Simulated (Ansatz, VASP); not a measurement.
GaP: VASP beside Ansatz

```xyz
10
Lattice="3.8927 0.0000 0.0000 0.0000 3.8927 0.0000 0.0000 0.0000 27.3864" Properties=species:S:1:pos:R:3 pbc="T T T"
P     0.0000    1.9463    7.5168
P     1.9463    0.0000   10.2575
P     0.0000    1.9463   12.9990
P     1.9463    0.0000   15.7530
P     0.0000    1.9463   18.5043
Ga    1.9463    1.9463    8.8335
Ga    0.0000    0.0000   11.5984
Ga    1.9463    1.9463   14.3615
Ga    0.0000    0.0000   17.1179
Ga    1.9463    1.9463   19.9900
```

Alike in both runs: functional PBE; k mesh 7 × 7 × 1; occupations gaussian, width 0.05 eV; no spin polarisation.

Ansatz relaxed the structure, and its values are those at the end. VASP's run is a single point on that final structure, the one shown.

```csv
,VASP,Ansatz
version,VASP 6.6.1,Ansatz 0.2.0
potentials or method,"VASP PAW PBE potentials, release 64 (P, Ga_d), cutoff 520 eV","scalar-relativistic, plane waves, PAW"
valence electrons in the cell,90,90
```

Ansatz gave:

```
gap on the k mesh at the Fermi level (eV) : none
rms of the force components (eV/Å)        : 0.001
```

Question: Estimate VASP's values.

Answer: gap on the k mesh at the Fermi level (eV): none; rms of the force components (eV/Å): 0.003.

A gap of «none» marks a metal or a gap that the smearing closes. Ansatz's warnings: xc potential rough in thin density.
